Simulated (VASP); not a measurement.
A run of VASP 6.6.1 is set up as follows.

Contents of INCAR:

```
ALGO     = Normal         # electronic algorithm
EDIFF    = 1E-7           # SCF threshold, eV
EDIFFG   = -0.005         # ionic threshold
ENCUT    = 600            # plane-wave cutoff, eV
IBRION   = 2              # ionic algorithm
ISIF     = 3              # what is computed and relaxed
ISMEAR   = 0              # smearing method
LASPH    = T              # aspherical terms in the spheres
LCHARG   = F              # write CHGCAR
LREAL    = F              # projectors in reciprocal space
LWAVE    = F              # write WAVECAR
NELM     = 60             # most SCF steps
NSW      = 100            # ionic steps
PREC     = Accurate       # precision mode
SIGMA    = 0.02           # smearing width, eV
```

KPOINTS

```
k-points
0
Gamma
  8 8 8
```

The input POSCAR:

```
GaP
1.0
    0.0000000000      2.7258124900      2.7258124900
    2.7258124900      0.0000000000      2.7258124900
    2.7258124900      2.7258124900      0.0000000000
Ga P
1 1
Direct
    0.0000000000      0.0000000000      0.0000000000
    0.7500000000      0.7500000000      0.7500000000
```

Potentials or basis: VASP PAW LDA potentials, release 64 (Ga_d, P).

Launch:

```sh
$ cat potpaw_LDA.64/Ga_d/POTCAR potpaw_LDA.64/P/POTCAR > POTCAR
$ mpirun -np 1 vasp_std > vasp.out
```

Problem. Predict the band gap on the k mesh.

Solution. 1.43 eV, indirect (least direct gap 1.90 eV).

Problem. Predict the space group after relaxing (to 0.05 Å).

Solution. F-43m (No. 216).

Problem. Predict the relaxed volume.

Solution. 19.61 Å³/atom.

Problem. Predict the relaxed cell.

Solution. a = 3.814 Å, b = 3.814 Å, c = 3.814 Å, α = 60.00°, β = 60.00°, γ = 60.00°.

Step by step:
```csv
step,energy change (eV),largest force (eV/Å),pressure (GPa),volume (Å³)
1,0.0000,0.0000,-2.70,40.51
2,-0.0078,0.0000,1.64,38.54
3,-0.0112,0.0000,-0.01,39.22
```

A k mesh can miss the band edges. As with any semilocal functional, this LDA gap is likely too small.
